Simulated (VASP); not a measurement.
# Nb3Sn (Pm-3n) in VASP: a series of runs

The runs below take Nb3Sn through single point, relaxation of cell and atoms, with revPBE+D3(BJ), LDA, r2SCAN.

Program: VASP 6.6.1. These are calculated values, not measurements. Logs are shortened: lines on timing, memory, paths and dates and some standing lists are left out, and cuts for length are marked.

### Step 1. The cell of the first run

It takes space group Pm-3n (No. 223, cubic). Conventional cell: a = 5.223 Å, b = 5.223 Å, c = 5.223 Å, α = 90.00°, β = 90.00°, γ = 90.00°. Within 3.4 Å of Nb (site symmetry -4m2) lie 10 Nb at 2.61 to 3.20 Å and 4 Sn at 2.92 Å. Within 3.8 Å of Sn (site symmetry m-3) lie 12 Nb at 2.92 Å.

### Step 2. Single point, revPBE+D3(BJ)

INCAR reads:

```
PREC = Accurate
ENCUT = 520
EDIFF = 1E-6
ISMEAR = -1
SIGMA = 0.05
LREAL = F
LASPH = T
NELM = 60
ALGO = Normal
ISIF = 2
LWAVE = F
LCHARG = F
GGA = RE
IVDW = 12
NBANDS = 63
```

KPOINTS reads:

```
Automatic mesh
0
Gamma
  5 5 5
```

POSCAR reads:

```
Nb3Sn
1.0
    5.2225472914      0.0000000000      0.0000000000
    0.0000000000      5.2225472914      0.0000000000
    0.0000000000      0.0000000000      5.2225472914
Nb Sn
6 2
Direct
    0.2500000000      0.0000000000      0.5000000000
    0.5000000000      0.7500000000      0.0000000000
    0.7500000000      0.0000000000      0.5000000000
    0.5000000000      0.2500000000      0.0000000000
    0.0000000000      0.5000000000      0.7500000000
    0.0000000000      0.5000000000      0.2500000000
    0.0000000000      0.0000000000      0.0000000000
    0.5000000000      0.5000000000      0.5000000000
```

Potentials or basis: VASP PAW PBE potentials, release 64 (Nb_sv, Sn_d).

The run is started by

```
> cat potpaw_PBE.64/Nb_sv/POTCAR potpaw_PBE.64/Sn_d/POTCAR > POTCAR
> mpirun -np 1 vasp_std > vasp.out
```

OUTCAR:

```text
PREC = Accurate
   ENCUT = 520
   EDIFF = 1E-6
   ISMEAR = -1
   LREAL = F
   LASPH = T
   NELM = 60
   ISIF = 2
   GGA = RE
   IVDW = 12
 IVDW          = 12

 ion  position               nearest neighbor table
   1  0.250  0.000  0.500-   3 2.61   3 2.61   8 2.92   7 2.92   8 2.92   7 2.92
   2  0.500  0.750  0.000-   4 2.61   4 2.61   8 2.92   8 2.92   7 2.92   7 2.92
   3  0.750  0.000  0.500-   1 2.61   1 2.61   8 2.92   7 2.92   8 2.92   7 2.92
   4  0.500  0.250  0.000-   2 2.61   2 2.61   8 2.92   8 2.92   7 2.92   7 2.92
   5  0.000  0.500  0.750-   6 2.61   6 2.61   8 2.92   7 2.92   7 2.92   8 2.92
   6  0.000  0.500  0.250-   5 2.61   5 2.61   8 2.92   7 2.92   7 2.92   8 2.92
   7  0.000  0.000  0.000-   1 2.92   2 2.92   3 2.92   4 2.92   5 2.92   6 2.92   1 2.92   3 2.92
                             5 2.92   6 2.92   2 2.92   4 2.92
   8  0.500  0.500  0.500-   1 2.92   2 2.92   3 2.92   4 2.92   5 2.92   6 2.92   2 2.92   4 2.92
                             1 2.92   3 2.92   5 2.92   6 2.92

  LATTYP: Found a simple cubic cell.
 ALAT       =     5.2225472914

  Lattice vectors:

 A1 = (   5.2225472914,   0.0000000000,   0.0000000000)
 A2 = (   0.0000000000,   5.2225472914,   0.0000000000)
 A3 = (   0.0000000000,   0.0000000000,   5.2225472914)

Analysis of symmetry for initial positions (statically):
=====================================================================
 Subroutine PRICEL returns:
 Original cell was already a primitive cell.

 Routine SETGRP: Setting up the symmetry group for a
 simple cubic supercell.

 Subroutine GETGRP returns: Found 48 space group operations
 (whereof 24 operations were pure point group operations)
 out of a pool of 48 trial point group operations.

The static configuration has the point symmetry T_h .
 The point group associated with its full space group is O_h .

Analysis of symmetry for dynamics (positions and initial velocities):
=====================================================================
 Subroutine PRICEL returns:
 Original cell was already a primitive cell.

 Routine SETGRP: Setting up the symmetry group for a
 simple cubic supercell.

 Subroutine GETGRP returns: Found 48 space group operations
 (whereof 24 operations were pure point group operations)
 out of a pool of 48 trial point group operations.

The dynamic configuration has the point symmetry T_h .
 The point group associated with its full space group is O_h .

 Subroutine INISYM returns: Found 48 space group operations
 (whereof 24 operations are pure point group operations),
 and found     1 'primitive' translations

----------------------------------------------------------------------------------------

                                     Primitive cell

  volume of cell :     142.4450

  direct lattice vectors                    reciprocal lattice vectors
     5.222547291  0.000000000  0.000000000     0.191477443  0.000000000  0.000000000
     0.000000000  5.222547291  0.000000000     0.000000000  0.191477443  0.000000000
     0.000000000  0.000000000  5.222547291     0.000000000  0.000000000  0.191477443

  length of vectors
     5.222547291  5.222547291  5.222547291     0.191477443  0.191477443  0.191477443

  position of ions in fractional coordinates (direct lattice)
     0.250000000  0.000000000  0.500000000
     0.500000000  0.750000000  0.000000000
     0.750000000  0.000000000  0.500000000
     0.500000000  0.250000000  0.000000000
     0.000000000  0.500000000  0.750000000
     0.000000000  0.500000000  0.250000000
     0.000000000  0.000000000  0.000000000
     0.500000000  0.500000000  0.500000000

  ion indices of the primitive-cell ions
   primitive index   ion index
                 1           1
                 2           2
                 3           3
                 4           4
                 5           5
                 6           6
                 7           7
                 8           8

----------------------------------------------------------------------------------------

 KPOINTS: Automatic mesh

Automatic generation of k-mesh.
 Grid dimensions read from file:
 generate k-points for:    5    5    5

 Generating k-lattice:

  Cartesian coordinates                     Fractional coordinates (reciprocal lattice)
     0.038295489  0.000000000  0.000000000     0.200000000  0.000000000  0.000000000
     0.000000000  0.038295489  0.000000000     0.000000000  0.200000000  0.000000000
     0.000000000  0.000000000  0.038295489     0.000000000  0.000000000  0.200000000

  Length of vectors
     0.038295489  0.038295489  0.038295489

  Shift w.r.t. Gamma in fractional coordinates (k-lattice)
     0.000000000  0.000000000  0.000000000

 Subroutine IBZKPT returns following result:
 ===========================================

 Found     10 irreducible k-points:

 Following reciprocal coordinates:
            Coordinates               Weight
  0.000000  0.000000  0.000000      1.000000
  0.200000  0.000000  0.000000      6.000000
  0.400000  0.000000  0.000000      6.000000
  0.200000  0.200000  0.000000     12.000000
  0.400000  0.200000  0.000000     24.000000
  0.400000  0.400000  0.000000     12.000000
  0.200000  0.200000  0.200000      8.000000
  0.400000  0.200000  0.200000     24.000000
  0.400000  0.400000  0.200000     24.000000
  0.400000  0.400000  0.400000      8.000000
   k-points           NKPTS =     10   k-points in BZ     NKDIM =     10   number of bands    NBANDS=     63
   number of dos      NEDOS =    301   number of ions     NIONS =      8
   total plane-waves  NPLWV =  64000
   dimension x,y,z NGX =    40 NGY =   40 NGZ =   40
   dimension x,y,z NGXF=    80 NGYF=   80 NGZF=   80
   ions per type =               6   2
   NGX,Y,Z   is equivalent  to a cutoff of  12.73, 12.73, 12.73 a.u.
   NGXF,Y,Z  is equivalent  to a cutoff of  25.47, 25.47, 25.47 a.u.
 SYSTEM =  unknown system
   PREC   = accura    normal or accurate (medium, high low for compatibility)
   ISTART =      0    job   : 0-new  1-cont  2-samecut
   ICHARG =      2    charge: 1-file 2-atom 10-const
   ISPIN  =      1    spin polarized calculation?
   LNONCOLLINEAR =      F non collinear calculations
   LSORBIT =      F    spin-orbit coupling
   LASPH  =      T    aspherical Exc in radial PAW
   ENCUT  =  520.0 eV  38.22 Ry    6.18 a.u.   9.71  9.71  9.71*2*pi/ulx,y,z
   NELM   =     60;   NELMIN=  2; NELMDL= -5     # of ELM steps
   EDIFF  = 0.1E-05   stopping-criterion for ELM
   LREAL  =      F    real-space projection
   EDIFFG = 0.1E-04   stopping-criterion for IOM
   NSW    =      0    number of steps for IOM
   IBRION =     -1    ionic relax: 0-MD 1-quasi-New 2-CG
   NFREE  =      0    steps in history (QN), initial steepest desc. (CG)
   ISIF   =      2    stress and relaxation
   ISYM   =      2    0-nonsym 1-usesym 2-fastsym
   POTIM  = 0.5000    time-step for ionic-motion
   TEBEG  =    0.0;   TEEND  =   0.0 temperature during run
   PSTRESS=    0.0 pullay stress
   NELECT =     106.0000    total number of electrons
   NUPDOWN=      -1.0000    fix difference up-down
   EMIN   =  10.00;   EMAX   =-10.00  energy-range for DOS
   EFERMI =   0.00;   METHOD = LEGACY
   ISMEAR =    -1;   SIGMA  =   0.05  broadening in eV -4-tet -1-fermi 0-gaus
   EFERMI_NEDOS =   21; number of points for ismear=-14 and -15
   IALGO  =     38    algorithm
   IMIX   =      4    mixing-type and parameters
     AMIX     =   0.40;   BMIX     =  1.00
     AMIX_MAG =   1.60;   BMIX_MAG =  1.00
  volume/ion in A,a.u.               =      17.81       120.16
  Fermi-wavevector in a.u.,A,eV,Ry     =   1.483523  2.803453 29.944269  2.200842
  Thomas-Fermi vector in A             =   2.597174
   LORBIT       =      0    0 simple, 1 ext, 2 COOP (PROOUT), +10 PAW based schemes
   GGA     = RE    functional components
   LHFCALC =     F    Hartree Fock is set to
   AEXX    =    0.0000 exact exchange contribution
   IVDW    =    12    specifies the selected vdW correction
   LEPSILON=     F    determine dielectric tensor
   LRPA    =     F    only Hartree local field effects (RPA)
 non-spin polarized calculation
  energy-cutoff  :      520.00
  volume of cell :      142.44
 maximum number of plane-waves:      3887
 NGX is ok and might be reduce to    40
   NGX = 19   NGY = 19   NGZ = 19

 number of electron     105.9999986 magnetization

 Free energy of the ion-electron system (eV)
  ---------------------------------------------------
  ext. energy  EPLUGINS =         0.00000000
  ---------------------------------------------------
  free energy    TOTEN  =       -66.91416973 eV

  energy without entropy =      -66.80724445  energy(sigma->0) =      -66.86070709

 E-fermi :  11.9787     XC(G=0): -12.4955

 val. band max:       11.9563725569   @ k =   0.4000   0.4000   0.4000
 cond. band min:      11.9951495792   @ k =   0.4000   0.4000   0.4000
 fundamental gap:      0.0387770223
 Fermi energy:        11.9787018099

 k-point     1 :       0.0000    0.0000    0.0000
  band No.  band energies     occupation
      1     -42.5240      2.00000
      2     -42.4390      2.00000
      3     -42.4390      2.00000
      4     -42.1886      2.00000
      5     -42.1886      2.00000
      6     -42.1886      2.00000
[... 55 lines left out ...]
     62      15.9428      0.00000
     63      15.9718      0.00000

 k-point     2 :       0.2000    0.0000    0.0000
  band No.  band energies     occupation
      1     -42.5112      2.00000
      2     -42.4451      2.00000
      3     -42.4206      2.00000
      4     -42.2153      2.00000
      5     -42.1886      2.00000
      6     -42.1886      2.00000
[... 55 lines left out ...]
     62      15.5905      0.00000
     63      15.6811      0.00000

 k-point     3 :       0.4000    0.0000    0.0000
  band No.  band energies     occupation
      1     -42.4856      2.00000
      2     -42.4618      2.00000
      3     -42.3636      2.00000
      4     -42.2838      2.00000
      5     -42.1886      2.00000
      6     -42.1886      2.00000
[... 55 lines left out ...]
     62      15.0073      0.00000
     63      15.2551      0.00000

 k-point     4 :       0.2000    0.2000    0.0000
  band No.  band energies     occupation
      1     -42.4982      2.00000
      2     -42.4372      2.00000
      3     -42.4161      2.00000
      4     -42.2180      2.00000
      5     -42.2129      2.00000
      6     -42.1886      2.00000
[... 55 lines left out ...]
     62      15.4118      0.00000
     63      15.5517      0.00000

 k-point     5 :       0.4000    0.2000    0.0000
  band No.  band energies     occupation
      1     -42.4761      2.00000
      2     -42.4444      2.00000
      3     -42.3646      2.00000
      4     -42.2846      2.00000
      5     -42.2153      2.00000
      6     -42.1886      2.00000
[... 55 lines left out ...]
     62      15.1993      0.00000
     63      15.3779      0.00000

 k-point     6 :       0.4000    0.4000    0.0000
  band No.  band energies     occupation
      1     -42.4688      2.00000
      2     -42.3928      2.00000
      3     -42.3567      2.00000
      4     -42.2947      2.00000
      5     -42.2746      2.00000
      6     -42.1886      2.00000
[... 55 lines left out ...]
     62      14.6680      0.00000
     63      14.8378      0.00000

 k-point     7 :       0.2000    0.2000    0.2000
  band No.  band energies     occupation
      1     -42.4831      2.00000
      2     -42.4214      2.00000
      3     -42.4214      2.00000
      4     -42.2176      2.00000
      5     -42.2176      2.00000
      6     -42.2116      2.00000
[... 55 lines left out ...]
     62      15.1588      0.00000
     63      15.4068      0.00000

 k-point     8 :       0.4000    0.2000    0.2000
  band No.  band energies     occupation
      1     -42.4570      2.00000
      2     -42.4359      2.00000
      3     -42.3661      2.00000
      4     -42.2852      2.00000
      5     -42.2164      2.00000
      6     -42.2147      2.00000
[... 55 lines left out ...]
     62      14.9598      0.00000
     63      15.0958      0.00000

 k-point     9 :       0.4000    0.4000    0.2000
  band No.  band energies     occupation
      1     -42.4433      2.00000
      2     -42.3882      2.00000
      3     -42.3595      2.00000
      4     -42.2934      2.00000
      5     -42.2774      2.00000
      6     -42.2159      2.00000
[... 55 lines left out ...]
     62      14.7380      0.00000
     63      15.0426      0.00000

 k-point    10 :       0.4000    0.4000    0.4000
  band No.  band energies     occupation
      1     -42.3847      2.00000
      2     -42.3680      2.00000
      3     -42.3680      2.00000
      4     -42.2894      2.00000
      5     -42.2894      2.00000
      6     -42.2808      2.00000
[... 55 lines left out ...]
     62      14.7177      0.00000
     63      14.8269      0.00000

------------------------ aborting loop because EDIFF is reached ----------------------------------------

 Edisp (eV)  -10.41358

 E8    (eV) :    -7.6294

  FORCE on cell =-STRESS in cart. coord.  units (eV):
  Direction    XX          YY          ZZ          XY          YZ          ZX
  --------------------------------------------------------------------------------------
  -------------------------------------------------------------------------------------
  Total      -0.20782    -0.20782    -0.20782    -0.00000    -0.00000     0.00000
  in kB      -2.33753    -2.33753    -2.33753    -0.00000    -0.00000     0.00000
  external pressure =       -2.34 kB  Pullay stress =        0.00 kB

 VOLUME and BASIS-vectors are now :
 -----------------------------------------------------------------------------
  energy-cutoff  :      520.00
  volume of cell :      142.44
      direct lattice vectors                 reciprocal lattice vectors
     5.222547291  0.000000000  0.000000000     0.191477443  0.000000000  0.000000000
     0.000000000  5.222547291  0.000000000     0.000000000  0.191477443  0.000000000
     0.000000000  0.000000000  5.222547291     0.000000000  0.000000000  0.191477443

 POSITION                                       TOTAL-FORCE (eV/Angst)
 -----------------------------------------------------------------------------------
      1.30564      0.00000      2.61127        -0.000000     -0.000000     -0.000000
      2.61127      3.91691      0.00000        -0.000000     -0.000000      0.000000
      3.91691      0.00000      2.61127         0.000000     -0.000000      0.000000
      2.61127      1.30564      0.00000         0.000000      0.000000      0.000000
      0.00000      2.61127      3.91691         0.000000     -0.000000     -0.000000
      0.00000      2.61127      1.30564         0.000000      0.000000      0.000000
      0.00000      0.00000      0.00000         0.000000      0.000000     -0.000000
      2.61127      2.61127      2.61127         0.000000      0.000000     -0.000000
 -----------------------------------------------------------------------------------
    total drift:                                0.000000     -0.000000      0.000000

  FREE ENERGIE OF THE ION-ELECTRON SYSTEM (eV)
  ---------------------------------------------------
  free  energy   TOTEN  =       -77.3277481180 eV

  energy  without entropy=      -77.2208228350  energy(sigma->0) =      -77.27428548
```

Run time: 89 s. Hardware: 1 thread of AMD EPYC 7R13 (Zen 3), shared host; peak memory 0.24 GiB.

What came out:

| Quantity | Value |
| --- | --- |
| Free energy | -77.3277 eV |
| Pressure | -0.2 GPa |
| Band gap on the k mesh | zero (bands 53 and 54 overlap by 0.12 eV) |
| Dispersion energy per atom | -1.302 eV |

Levels at points of the mesh, in eV from the Fermi level:
```csv
k point,band 51,band 52,band 53,band 54,band 55,band 56
"(0.00, 0.00, 0.00)",-0.57,-0.57,-0.04,-0.04,2.50,2.50
```

Caveat: the dispersion term is far too large for a dense solid, which distorts pressure and volume; the PAW data sets were made with another functional, which shifts forces and pressure a little; spin-orbit coupling is left out, which moves the levels of the heavy elements.

(Part 1 of 3 ends here.)

The gap in the log of VASP goes by the Fermi energy; the results here count the filled bands.